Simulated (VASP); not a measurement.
# NaF (Fm-3m) in VASP: notebook

Runs on NaF. Level: PBEsol. Tasks: single point.

Everything below comes from runs of VASP 6.6.1. Logs are shortened: lines on timing, memory, paths and dates and some standing lists are left out, and cuts for length are marked.

## 1. The cell of the first run

Symmetry: Fm-3m, No. 225, cubic system. Conventional cell: a = 4.630 Å, b = 4.630 Å, c = 4.630 Å, α = 90.00°, β = 90.00°, γ = 90.00°. Within 3.1 Å of Na (site symmetry m-3m) lie 6 F at 2.32 Å. F (site symmetry m-3m) has 6 Na at 2.32 Å within 3.1 Å.

## 2. Single point, PBEsol

INCAR reads:

```
PREC = Accurate
ENCUT = 520
EDIFF = 1E-6
ISMEAR = 0
SIGMA = 0.02
LREAL = False
LASPH = True
NELM = 60
ALGO = Normal
ISIF = 2
LWAVE = False
LCHARG = False
GGA = PS
NBANDS = 14
```

KPOINTS reads:

```
Automatic mesh
0
Gamma
  8 8 8
```

POSCAR reads:

```
NaF
1.0
    0.0000000000      2.3151009225      2.3151009225
    2.3151009225      0.0000000000      2.3151009225
    2.3151009225      2.3151009225      0.0000000000
Na F
1 1
Direct
    0.0000000000      0.0000000000      0.0000000000
    0.5000000000      0.5000000000      0.5000000000
```

Potentials or basis: VASP PAW PBE potentials, release 64 (Na_pv, F).

Launch:

```
cat potpaw_PBE.64/Na_pv/POTCAR potpaw_PBE.64/F/POTCAR > POTCAR
mpirun -np 1 vasp_std > vasp.out
```

OUTCAR:

```text
PREC = Accurate
   ENCUT = 520
   EDIFF = 1E-6
   ISMEAR = 0
   LREAL = False
   LASPH = True
   NELM = 60
   ISIF = 2
   GGA = PS

 ion  position               nearest neighbor table
   1  0.000  0.000  0.000-   2 2.32   2 2.32   2 2.32   2 2.32   2 2.32   2 2.32
   2  0.500  0.500  0.500-   1 2.32   1 2.32   1 2.32   1 2.32   1 2.32   1 2.32

  LATTYP: Found a face centered cubic cell.
 ALAT       =     4.6302018450

  Lattice vectors:

 A1 = (   0.0000000000,   2.3151009225,   2.3151009225)
 A2 = (   2.3151009225,   0.0000000000,   2.3151009225)
 A3 = (   2.3151009225,   2.3151009225,   0.0000000000)

Analysis of symmetry for initial positions (statically):
=====================================================================
 Subroutine PRICEL returns:
 Original cell was already a primitive cell.

 Routine SETGRP: Setting up the symmetry group for a
 face centered cubic supercell.

 Subroutine GETGRP returns: Found 48 space group operations
 (whereof 48 operations were pure point group operations)
 out of a pool of 48 trial point group operations.

The static configuration has the point symmetry O_h .

Analysis of symmetry for dynamics (positions and initial velocities):
=====================================================================
 Subroutine PRICEL returns:
 Original cell was already a primitive cell.

 Routine SETGRP: Setting up the symmetry group for a
 face centered cubic supercell.

 Subroutine GETGRP returns: Found 48 space group operations
 (whereof 48 operations were pure point group operations)
 out of a pool of 48 trial point group operations.

The dynamic configuration has the point symmetry O_h .

 Subroutine INISYM returns: Found 48 space group operations
 (whereof 48 operations are pure point group operations),
 and found     1 'primitive' translations

----------------------------------------------------------------------------------------

                                     Primitive cell

  volume of cell :      24.8165

  direct lattice vectors                    reciprocal lattice vectors
     0.000000000  2.315100923  2.315100923    -0.215973306  0.215973306  0.215973306
     2.315100923  0.000000000  2.315100923     0.215973306 -0.215973306  0.215973306
     2.315100923  2.315100923  0.000000000     0.215973306  0.215973306 -0.215973306

  length of vectors
     3.274047123  3.274047123  3.274047123     0.374076739  0.374076739  0.374076739

  position of ions in fractional coordinates (direct lattice)
     0.000000000  0.000000000  0.000000000
     0.500000000  0.500000000  0.500000000

  ion indices of the primitive-cell ions
   primitive index   ion index
                 1           1
                 2           2

----------------------------------------------------------------------------------------

 KPOINTS: Automatic mesh

Automatic generation of k-mesh.
 Grid dimensions read from file:
 generate k-points for:    8    8    8

 Generating k-lattice:

  Cartesian coordinates                     Fractional coordinates (reciprocal lattice)
    -0.026996663  0.026996663  0.026996663     0.125000000  0.000000000  0.000000000
     0.026996663 -0.026996663  0.026996663     0.000000000  0.125000000  0.000000000
     0.026996663  0.026996663 -0.026996663     0.000000000  0.000000000  0.125000000

  Length of vectors
     0.046759592  0.046759592  0.046759592

  Shift w.r.t. Gamma in fractional coordinates (k-lattice)
     0.000000000  0.000000000  0.000000000

 Subroutine IBZKPT returns following result:
 ===========================================

 Found     29 irreducible k-points:

 Following reciprocal coordinates:
            Coordinates               Weight
  0.000000  0.000000  0.000000      1.000000
  0.125000  0.000000  0.000000      8.000000
  0.250000  0.000000  0.000000      8.000000
  0.375000  0.000000  0.000000      8.000000
  0.500000  0.000000  0.000000      4.000000
  0.125000  0.125000  0.000000      6.000000
[... 16 lines left out ...]
  0.500000  0.250000  0.125000     48.000000
 -0.375000  0.250000  0.125000     24.000000
 [... further k-points ...]
   k-points           NKPTS =     29   k-points in BZ     NKDIM =     29   number of bands    NBANDS=     14
   number of dos      NEDOS =    301   number of ions     NIONS =      2
   total plane-waves  NPLWV =  13824
   dimension x,y,z NGX =    24 NGY =   24 NGZ =   24
   dimension x,y,z NGXF=    48 NGYF=   48 NGZF=   48
   ions per type =               1   1
   NGX,Y,Z   is equivalent  to a cutoff of  12.19, 12.19, 12.19 a.u.
   NGXF,Y,Z  is equivalent  to a cutoff of  24.37, 24.37, 24.37 a.u.
 SYSTEM =  unknown system
   PREC   = accura    normal or accurate (medium, high low for compatibility)
   ISTART =      0    job   : 0-new  1-cont  2-samecut
   ICHARG =      2    charge: 1-file 2-atom 10-const
   ISPIN  =      1    spin polarized calculation?
   LNONCOLLINEAR =      F non collinear calculations
   LSORBIT =      F    spin-orbit coupling
   LASPH  =      T    aspherical Exc in radial PAW
   ENCUT  =  520.0 eV  38.22 Ry    6.18 a.u.   6.09  6.09  6.09*2*pi/ulx,y,z
   NELM   =     60;   NELMIN=  2; NELMDL= -5     # of ELM steps
   EDIFF  = 0.1E-05   stopping-criterion for ELM
   LREAL  =      F    real-space projection
   EDIFFG = 0.1E-04   stopping-criterion for IOM
   NSW    =      0    number of steps for IOM
   IBRION =     -1    ionic relax: 0-MD 1-quasi-New 2-CG
   NFREE  =      0    steps in history (QN), initial steepest desc. (CG)
   ISIF   =      2    stress and relaxation
   ISYM   =      2    0-nonsym 1-usesym 2-fastsym
   POTIM  = 0.5000    time-step for ionic-motion
   TEBEG  =    0.0;   TEEND  =   0.0 temperature during run
   PSTRESS=    0.0 pullay stress
   NELECT =      14.0000    total number of electrons
   NUPDOWN=      -1.0000    fix difference up-down
   EMIN   =  10.00;   EMAX   =-10.00  energy-range for DOS
   EFERMI =   0.00;   METHOD = LEGACY
   ISMEAR =     0;   SIGMA  =   0.02  broadening in eV -4-tet -1-fermi 0-gaus
   EFERMI_NEDOS =   21; number of points for ismear=-14 and -15
   IALGO  =     38    algorithm
   IMIX   =      4    mixing-type and parameters
     AMIX     =   0.40;   BMIX     =  1.00
     AMIX_MAG =   1.60;   BMIX_MAG =  1.00
  volume/ion in A,a.u.               =      12.41        83.73
  Fermi-wavevector in a.u.,A,eV,Ry     =   1.352709  2.556249 24.896220  1.829821
  Thomas-Fermi vector in A             =   2.480025
   LORBIT       =      0    0 simple, 1 ext, 2 COOP (PROOUT), +10 PAW based schemes
   GGA     = PS    functional components
   LHFCALC =     F    Hartree Fock is set to
   AEXX    =    0.0000 exact exchange contribution
   IVDW    =     0    specifies the selected vdW correction
   LEPSILON=     F    determine dielectric tensor
   LRPA    =     F    only Hartree local field effects (RPA)
 non-spin polarized calculation
 Gauss-broadening in eV      SIGMA  =   0.02
  energy-cutoff  :      520.00
  volume of cell :       24.82
 maximum number of plane-waves:       692
   NGX = 13   NGY = 13   NGZ = 13

 number of electron      13.9999983 magnetization

 Free energy of the ion-electron system (eV)
  ---------------------------------------------------
  ext. energy  EPLUGINS =         0.00000000
  ---------------------------------------------------
  free energy    TOTEN  =        -8.76875884 eV

  energy without entropy =       -8.76875884  energy(sigma->0) =       -8.76875884

 E-fermi :  -2.0500     XC(G=0):  -9.3464

 val. band max:       -2.1656312912   @ k =   0.0000   0.0000   0.0000
 cond. band min:       4.0076027380   @ k =   0.0000   0.0000   0.0000
 fundamental gap:      6.1732340292
 Fermi energy:        -2.0499861384

 k-point     1 :       0.0000    0.0000    0.0000
  band No.  band energies     occupation
      1     -21.2265      2.00000
      2     -20.9280      2.00000
      3     -20.9280      2.00000
      4     -20.9280      2.00000
      5      -2.1656      2.00000
      6      -2.1656      2.00000
      7      -2.1656      2.00000
      8       4.0076      0.00000
      9      16.6943      0.00000
     10      16.6943      0.00000
     11      16.6943      0.00000
     12      19.3819      0.00000
     13      21.7723      0.00000
     14      21.7723      0.00000

 k-point     2 :       0.1250    0.0000    0.0000
  band No.  band energies     occupation
      1     -21.4112      2.00000
      2     -20.9298      2.00000
      3     -20.9298      2.00000
      4     -20.7229      2.00000
      5      -2.4697      2.00000
      6      -2.2045      2.00000
      7      -2.2045      2.00000
      8       4.5592      0.00000
      9      14.9137      0.00000
     10      16.9340      0.00000
     11      16.9340      0.00000
     12      21.1951      0.00000
     13      21.1951      0.00000
     14      21.3340      0.00000

 k-point     3 :       0.2500    0.0000    0.0000
  band No.  band energies     occupation
      1     -21.6350      2.00000
      2     -20.9343      2.00000
      3     -20.9343      2.00000
      4     -20.4476      2.00000
      5      -3.0849      2.00000
      6      -2.2969      2.00000
      7      -2.2969      2.00000
      8       5.8817      0.00000
      9      12.8182      0.00000
     10      17.4628      0.00000
     11      17.4628      0.00000
     12      20.5276      0.00000
     13      20.5277      0.00000
     14      22.0892      0.00000
[... 324 lines left out ...]
 k-point    23 :       0.5000    0.2500    0.1250
  band No.  band energies     occupation
      1     -21.6546      2.00000
      2     -20.9814      2.00000
      3     -20.9528      2.00000
      4     -20.3468      2.00000
      5      -3.4303      2.00000
      6      -2.6766      2.00000
      7      -2.4699      2.00000
      8       8.3681      0.00000
      9      11.2564      0.00000
     10      15.1696      0.00000
     11      17.0152      0.00000
     12      19.3056      0.00000
     13      21.3834      0.00000
     14      25.5544      0.00000

 k-point    24 :      -0.3750    0.2500    0.1250
  band No.  band energies     occupation
      1     -21.6692      2.00000
      2     -20.9846      2.00000
      3     -20.9602      2.00000
      4     -20.3156      2.00000
      5      -3.5031      2.00000
      6      -2.7558      2.00000
      7      -2.5089      2.00000
      8       9.4622      0.00000
      9      10.4218      0.00000
     10      14.8741      0.00000
     11      16.7130      0.00000
     12      19.9011      0.00000
     13      20.9690      0.00000
     14      25.7761      0.00000

 [... further k-points ...]
[... 5 lines left out ...]
  --------------------------------------------------------------------------------------
  -------------------------------------------------------------------------------------
  Total       -0.0185137     -0.0185137     -0.0185137      0.0000000     -0.0000000      0.0000000
  in kB       -1.1952658     -1.1952658     -1.1952658      0.0000000     -0.0000000      0.0000000
  external PRESSURE =      -1.1952658 kB  Pullay stress =       0.0000000 kB

 VOLUME and BASIS-vectors are now :
 -----------------------------------------------------------------------------
  energy-cutoff  :      520.00
  volume of cell :       24.82
      direct lattice vectors                 reciprocal lattice vectors
     0.000000000  2.315100923  2.315100923    -0.215973306  0.215973306  0.215973306
     2.315100923  0.000000000  2.315100923     0.215973306 -0.215973306  0.215973306
     2.315100923  2.315100923  0.000000000     0.215973306  0.215973306 -0.215973306

 POSITION                                       TOTAL-FORCE (eV/Angst)
 -----------------------------------------------------------------------------------
      0.00000      0.00000      0.00000         0.000000      0.000000      0.000000
      2.31510      2.31510      2.31510        -0.000000     -0.000000     -0.000000
 -----------------------------------------------------------------------------------
    total drift:                                0.000000     -0.000000      0.000000

  FREE ENERGIE OF THE ION-ELECTRON SYSTEM (eV)
  ---------------------------------------------------
  free  energy   TOTEN  =        -8.7687588402 eV

  energy  without entropy=       -8.7687588402  energy(sigma->0) =       -8.76875884
```

It took 6.3 s on 1 thread of Intel Xeon Platinum 8375C at 2.90GHz (Ice Lake), shared host; peak memory 0.13 GiB.

What came out:

```yaml
Free_energy: -8.7688 eV
Pressure: -0.1 GPa
Band_gap_on_the_k_mesh: 6.17 eV, direct
```

Levels at points of the mesh, in eV from the valence-band top:
```
           k point  band 5  band 6  band 7  band 8  band 9  band 10
(0.00, 0.00, 0.00)    0.00    0.00    0.00    6.17   18.86    18.86
(0.50, 0.00, 0.00)   -1.62   -0.26   -0.26   10.62   12.35    20.01
(0.50, 0.50, 0.00)   -1.30   -0.41   -0.41   13.00   13.10    13.55
```

Caveat: the PAW data sets were made with another functional, which shifts forces and pressure a little.

(Part 1 of 2 ends here.)
